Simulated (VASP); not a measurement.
# BC (R-3m) in VASP: single point with PBE

Aim: the single point of BC with PBE.

Program: VASP 6.6.1. These are calculated values, not measurements. Logs are shortened: lines on timing, memory, paths and dates and some standing lists are left out, and cuts for length are marked.

## 1. The cell of the first run

Symmetry: R-3m, No. 166, trigonal system. The conventional cell has a = 2.378 Å, b = 2.378 Å, c = 18.290 Å, α = 90.00°, β = 90.00°, γ = 120.00°. B (site symmetry 3m) has 3 C at 1.78 Å and 9 B at 2.20 to 2.38 Å within 2.4 Å. C (site symmetry 3m) has 3 B at 1.78 Å and 6 C at 2.38 Å within 2.4 Å.

## 2. Single point, PBE

INCAR reads:

```
PREC = Accurate ; ENCUT = 600
EDIFF = 1E-6 ; ISMEAR = 0
SIGMA = 0.1 ; LREAL = F
LASPH = T ; NELM = 120
ALGO = Normal ; ISIF = 2
LWAVE = F ; LCHARG = F
GGA = PE ; NBANDS = 15
GGA_COMPAT = F
```

KPOINTS reads:

```
regular mesh
0
Gamma
  9 9 9
```

POSCAR reads:

```
BC
1.0
    1.1891189615      0.6865381525      6.0968117152
   -1.1891189615      0.6865381525      6.0968117152
    0.0000000000     -1.3730763050      6.0968117152
B C
2 2
Direct
    0.2137000000      0.2137000000      0.2137000000
    0.7863000000      0.7863000000      0.7863000000
    0.3914000000      0.3914000000      0.3914000000
    0.6086000000      0.6086000000      0.6086000000
```

Potentials or basis: VASP PAW PBE potentials, release 64 (B, C).

The run is started by

```sh
$ cat potpaw_PBE.64/B/POTCAR potpaw_PBE.64/C/POTCAR > POTCAR
$ mpirun -np 1 vasp_std > vasp.out
```

OUTCAR:

```text
PREC = Accurate
   ENCUT = 600
   EDIFF = 1E-6
   ISMEAR = 0
   LREAL = F
   LASPH = T
   NELM = 120
   ISIF = 2
   GGA = PE

 ion  position               nearest neighbor table
   1  0.214  0.214  0.214-   4 1.78   4 1.78   4 1.78
   2  0.786  0.786  0.786-   3 1.78   3 1.78   3 1.78
   3  0.391  0.391  0.391-   2 1.78   2 1.78   2 1.78
   4  0.609  0.609  0.609-   1 1.78   1 1.78   1 1.78

  LATTYP: Found a trigonal (rhomboedric) cell.
 ALAT       =     6.2495161117
 COS(alpha) =     0.9275917885

  Lattice vectors:

 A1 = (   1.1891189615,   0.6865381525,   6.0968117152)
 A2 = (  -1.1891189615,   0.6865381525,   6.0968117152)
 A3 = (   0.0000000000,  -1.3730763050,   6.0968117152)

Analysis of symmetry for initial positions (statically):
=====================================================================
 Subroutine PRICEL returns:
 Original cell was already a primitive cell.

 Routine SETGRP: Setting up the symmetry group for a
 trigonal (rhombohedral) supercell.

 Subroutine GETGRP returns: Found 12 space group operations
 (whereof 12 operations were pure point group operations)
 out of a pool of 12 trial point group operations.

The static configuration has the point symmetry D_3d.

Analysis of symmetry for dynamics (positions and initial velocities):
=====================================================================
 Subroutine PRICEL returns:
 Original cell was already a primitive cell.

 Routine SETGRP: Setting up the symmetry group for a
 trigonal (rhombohedral) supercell.

 Subroutine GETGRP returns: Found 12 space group operations
 (whereof 12 operations were pure point group operations)
 out of a pool of 12 trial point group operations.

The dynamic configuration has the point symmetry D_3d.

 Subroutine INISYM returns: Found 12 space group operations
 (whereof 12 operations are pure point group operations),
 and found     1 'primitive' translations

----------------------------------------------------------------------------------------

                                     Primitive cell

  volume of cell :      29.8637

  direct lattice vectors                    reciprocal lattice vectors
     1.189118961  0.686538153  6.096811715     0.420479377  0.242763881  0.054673385
    -1.189118961  0.686538153  6.096811715    -0.420479377  0.242763881  0.054673385
     0.000000000 -1.373076305  6.096811715     0.000000000 -0.485527763  0.054673385

  length of vectors
     6.249516112  6.249516112  6.249516112     0.488596344  0.488596344  0.488596344

  position of ions in fractional coordinates (direct lattice)
     0.213700000  0.213700000  0.213700000
     0.786300000  0.786300000  0.786300000
     0.391400000  0.391400000  0.391400000
     0.608600000  0.608600000  0.608600000

  ion indices of the primitive-cell ions
   primitive index   ion index
                 1           1
                 2           2
                 3           3
                 4           4

----------------------------------------------------------------------------------------

 KPOINTS: regular mesh

Automatic generation of k-mesh.
 Grid dimensions read from file:
 generate k-points for:    9    9    9

 Generating k-lattice:

  Cartesian coordinates                     Fractional coordinates (reciprocal lattice)
     0.046719931  0.026973765  0.006074821     0.111111111  0.000000000  0.000000000
    -0.046719931  0.026973765  0.006074821     0.000000000  0.111111111  0.000000000
     0.000000000 -0.053947529  0.006074821     0.000000000  0.000000000  0.111111111

  Length of vectors
     0.054288483  0.054288483  0.054288483

  Shift w.r.t. Gamma in fractional coordinates (k-lattice)
     0.000000000  0.000000000  0.000000000

 Subroutine IBZKPT returns following result:
 ===========================================

 Found     85 irreducible k-points:

 Following reciprocal coordinates:
            Coordinates               Weight
  0.000000  0.000000  0.000000      1.000000
  0.111111 -0.000000 -0.000000      6.000000
  0.222222 -0.000000 -0.000000      6.000000
  0.333333  0.000000 -0.000000      6.000000
  0.444444 -0.000000 -0.000000      6.000000
  0.111111  0.111111 -0.000000      6.000000
[... 16 lines left out ...]
 -0.333333  0.333333  0.000000      6.000000
  0.444444  0.444444 -0.000000      6.000000
 [... further k-points ...]
   k-points           NKPTS =     85   k-points in BZ     NKDIM =     85   number of bands    NBANDS=     15
   number of dos      NEDOS =    301   number of ions     NIONS =      4
   total plane-waves  NPLWV = 125000
   dimension x,y,z NGX =    50 NGY =   50 NGZ =   50
   dimension x,y,z NGXF=   100 NGYF=  100 NGZF=  100
   ions per type =               2   2
   NGX,Y,Z   is equivalent  to a cutoff of  13.30, 13.30, 13.30 a.u.
   NGXF,Y,Z  is equivalent  to a cutoff of  26.60, 26.60, 26.60 a.u.
 SYSTEM =  unknown system
   PREC   = accura    normal or accurate (medium, high low for compatibility)
   ISTART =      0    job   : 0-new  1-cont  2-samecut
   ICHARG =      2    charge: 1-file 2-atom 10-const
   ISPIN  =      1    spin polarized calculation?
   LNONCOLLINEAR =      F non collinear calculations
   LSORBIT =      F    spin-orbit coupling
   LASPH  =      T    aspherical Exc in radial PAW
   ENCUT  =  600.0 eV  44.10 Ry    6.64 a.u.  12.48 12.48 12.48*2*pi/ulx,y,z
   NELM   =    120;   NELMIN=  2; NELMDL= -5     # of ELM steps
   EDIFF  = 0.1E-05   stopping-criterion for ELM
   LREAL  =      F    real-space projection
   EDIFFG = 0.1E-04   stopping-criterion for IOM
   NSW    =      0    number of steps for IOM
   IBRION =     -1    ionic relax: 0-MD 1-quasi-New 2-CG
   NFREE  =      0    steps in history (QN), initial steepest desc. (CG)
   ISIF   =      2    stress and relaxation
   ISYM   =      2    0-nonsym 1-usesym 2-fastsym
   POTIM  = 0.5000    time-step for ionic-motion
   TEBEG  =    0.0;   TEEND  =   0.0 temperature during run
   PSTRESS=    0.0 pullay stress
   NELECT =      14.0000    total number of electrons
   NUPDOWN=      -1.0000    fix difference up-down
   EMIN   =  10.00;   EMAX   =-10.00  energy-range for DOS
   EFERMI =   0.00;   METHOD = LEGACY
   ISMEAR =     0;   SIGMA  =   0.10  broadening in eV -4-tet -1-fermi 0-gaus
   EFERMI_NEDOS =   21; number of points for ismear=-14 and -15
   IALGO  =     38    algorithm
   IMIX   =      4    mixing-type and parameters
     AMIX     =   0.40;   BMIX     =  1.00
     AMIX_MAG =   1.60;   BMIX_MAG =  1.00
  volume/ion in A,a.u.               =       7.47        50.38
  Fermi-wavevector in a.u.,A,eV,Ry     =   1.271753  2.403265 22.005467  1.617356
  Thomas-Fermi vector in A             =   2.404669
   LORBIT       =      0    0 simple, 1 ext, 2 COOP (PROOUT), +10 PAW based schemes
   GGA     = PE    functional components
   LHFCALC =     F    Hartree Fock is set to
   AEXX    =    0.0000 exact exchange contribution
   IVDW    =     0    specifies the selected vdW correction
   LEPSILON=     F    determine dielectric tensor
   LRPA    =     F    only Hartree local field effects (RPA)
 non-spin polarized calculation
 Gauss-broadening in eV      SIGMA  =   0.10
  energy-cutoff  :      600.00
  volume of cell :       29.86
 maximum number of plane-waves:      1012
 NGX is ok and might be reduce to    50
   NGX = 25   NGY = 25   NGZ = 25

 number of electron      14.0000000 magnetization

 Free energy of the ion-electron system (eV)
  ---------------------------------------------------
  ext. energy  EPLUGINS =         0.00000000
  ---------------------------------------------------
  free energy    TOTEN  =       -22.03837143 eV

  energy without entropy =      -22.02356757  energy(sigma->0) =      -22.03096950

 E-fermi :   6.3647     XC(G=0): -12.0951

 val. band max:        6.3643351642   @ k =   0.3333   0.2222   0.2222
 cond. band min:       6.3913073465   @ k =   0.4444   0.3333   0.1111
 fundamental gap:      0.0269721823
 Fermi energy:         6.3647452006

 k-point     1 :       0.0000    0.0000    0.0000
  band No.  band energies     occupation
      1     -10.8930      2.00000
      2      -9.3490      2.00000
      3      -4.7194      2.00000
      4       2.2511      2.00000
      5       4.2218      2.00000
      6      10.5620      0.00000
      7      10.5620      0.00000
      8      10.8505      0.00000
      9      10.8505      0.00000
     10      14.3566      0.00000
     11      15.6602      0.00000
     12      15.6602      0.00000
     13      17.1934      0.00000
     14      17.1934      0.00000
     15      21.2740      0.00000

 k-point     2 :       0.1111   -0.0000   -0.0000
  band No.  band energies     occupation
      1     -10.5391      2.00000
      2      -9.0163      2.00000
      3      -4.3405      2.00000
      4       2.5110      2.00000
      5       4.5273      2.00000
      6       9.0048      0.00000
      7       9.4570      0.00000
      8       9.9104      0.00000
      9      10.2560      0.00000
     10      14.3468      0.00000
     11      14.9023      0.00000
     12      15.6807      0.00000
     13      16.9511      0.00000
     14      17.5402      0.00000
     15      20.7490      0.00000

 k-point     3 :       0.2222   -0.0000   -0.0000
  band No.  band energies     occupation
      1      -9.4832      2.00000
      2      -8.0236      2.00000
      3      -3.2207      2.00000
      4       3.2791      2.00000
      5       4.9378      2.00000
      6       5.9818      2.00000
      7       6.3305      1.37157
      8       8.6883      0.00000
      9       9.0160      0.00000
     10      12.4928      0.00000
     11      14.4841      0.00000
     12      15.5018      0.00000
     13      16.3246      0.00000
     14      17.7851      0.00000
     15      18.8281      0.00000

 k-point     4 :       0.3333    0.0000   -0.0000
  band No.  band energies     occupation
      1      -7.7524      2.00000
      2      -6.3983      2.00000
      3      -1.4625      2.00000
      4       1.6221      2.00000
      5       2.7625      2.00000
      6       4.5863      2.00000
      7       6.1305      1.99908
      8       7.6473      0.00000
      9       7.9061      0.00000
     10       9.8470      0.00000
     11      13.5605      0.00000
     12      15.1096      0.00000
     13      16.1862      0.00000
     14      16.6948      0.00000
     15      17.5652      0.00000
[... 307 lines left out ...]
 k-point    22 :      -0.4444    0.3333    0.0000
  band No.  band energies     occupation
      1      -4.4075      2.00000
      2      -3.6851      2.00000
      3      -0.6321      2.00000
      4      -0.1588      2.00000
      5       2.0032      2.00000
      6       2.4043      2.00000
      7       4.0124      2.00000
      8       5.3115      2.00000
      9       6.1952      1.98352
     10       7.9261      0.00000
     11      11.4952      0.00000
     12      13.3054      0.00000
     13      15.2334      0.00000
     14      17.1738      0.00000
     15      18.2092      0.00000

 k-point    23 :      -0.3333    0.3333    0.0000
  band No.  band energies     occupation
      1      -3.1396      2.00000
      2      -2.4364      2.00000
      3      -0.3194      2.00000
      4      -0.1931      2.00000
      5       0.3045      2.00000
      6       0.6199      2.00000
      7       4.7422      2.00000
      8       5.7496      2.00000
      9       5.7634      2.00000
     10       6.5849      0.00185
     11      11.9027      0.00000
     12      12.8702      0.00000
     13      13.8816      0.00000
     14      17.6034      0.00000
     15      18.0768      0.00000

 k-point    24 :       0.4444    0.4444   -0.0000
  band No.  band energies     occupation
      1      -5.3415      2.00000
      2      -4.6050      2.00000
      3      -1.5462      2.00000
      4      -1.0836      2.00000
      5       1.8980      2.00000
      6       4.4413      2.00000
      7       5.1239      2.00000
      8       6.7349      0.00000
      9       7.7433      0.00000
     10       9.5618      0.00000
     11      12.2291      0.00000
     12      14.1969      0.00000
     13      15.5501      0.00000
     14      17.0099      0.00000
     15      17.0935      0.00000

 [... further k-points ...]

------------------------ aborting loop because EDIFF is reached ----------------------------------------

  FORCE on cell =-STRESS in cart. coord.  units (eV):
  Direction    XX          YY          ZZ          XY          YZ          ZX
  --------------------------------------------------------------------------------------
  -------------------------------------------------------------------------------------
  Total       -0.3002599     -0.3002599     -8.0904353      0.0000000      0.0000000      0.0000000
  in kB      -16.1088273    -16.1088273   -434.0486995      0.0000000      0.0000000      0.0000000
  external PRESSURE =    -155.4221180 kB  Pullay stress =       0.0000000 kB

 VOLUME and BASIS-vectors are now :
 -----------------------------------------------------------------------------
  energy-cutoff  :      600.00
  volume of cell :       29.86
      direct lattice vectors                 reciprocal lattice vectors
     1.189118961  0.686538153  6.096811715     0.420479377  0.242763881  0.054673385
    -1.189118961  0.686538153  6.096811715    -0.420479377  0.242763881  0.054673385
     0.000000000 -1.373076305  6.096811715     0.000000000 -0.485527763  0.054673385

 POSITION                                       TOTAL-FORCE (eV/Angst)
 -----------------------------------------------------------------------------------
      0.00000      0.00000      3.90867         0.000000      0.000000      1.073174
      0.00000      0.00000     14.38177         0.000000     -0.000000     -1.073174
      0.00000      0.00000      7.15888         0.000000     -0.000000      2.207913
      0.00000      0.00000     11.13156         0.000000      0.000000     -2.207913
 -----------------------------------------------------------------------------------
    total drift:                                0.000000      0.000000     -0.000000

  FREE ENERGIE OF THE ION-ELECTRON SYSTEM (eV)
  ---------------------------------------------------
  free  energy   TOTEN  =       -22.0383714341 eV

  energy  without entropy=      -22.0235675709  energy(sigma->0) =      -22.03096950
```

It took 1.7 min on 1 thread of Intel Xeon 6975P-C (Granite Rapids), shared host; peak memory 0.33 GiB.

What came out:

```
Free energy            : -22.0384 eV
Pressure               : -15.5 GPa
Largest force          : 2.208 eV/Å
Band gap on the k mesh : zero (bands 7 and 8 overlap by 5.76 eV)
```

Forces in eV/Å, atoms in the order of the input:
```
B    0.000  0.000  1.073
B    0.000  0.000 -1.073
C    0.000  0.000  2.208
C    0.000  0.000 -2.208
```

Stress tensor (GPa, compression positive):
```
 -1.61   0.00   0.00
  0.00  -1.61   0.00
  0.00   0.00 -43.40
```

Caveat: the cell stands under tension; forces of over 1 eV/Å act on the atoms, so gaps and moduli don't describe the material at rest.
